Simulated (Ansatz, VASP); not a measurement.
**Mo in VASP and in Ansatz**

```xyz
1
Lattice="1.4998 0.8659 2.0604 -1.4998 0.8659 2.0604 0.0000 -1.7318 2.0604" Properties=species:S:1:pos:R:3 pbc="T T T"
Mo    0.0000    0.0000    3.0906
```

Alike in both runs: functional r2SCAN; k mesh 24 × 24 × 24; occupations gaussian, width 0.1 eV; no spin polarisation.

Ansatz relaxed the structure, and its values are those at the end. VASP's run is a single point on that final structure, the one shown.

```csv
,VASP,Ansatz
version,VASP 6.6.1,Ansatz 0.2.0
potentials or method,"VASP PAW PBE potentials, release 64 (Mo_sv), cutoff 520 eV","scalar-relativistic, plane waves, PAW"
valence electrons in the cell,14,14
```

```tsv
	VASP	Ansatz	Ansatz less VASP
gap on the k mesh at the Fermi level (eV)	none	none	-
pressure (GPa)	1.0	0.0	-1.04
```

VASP's potentials were made for PBE, not for r2SCAN. A gap of «none» marks a metal or a gap that the smearing closes.
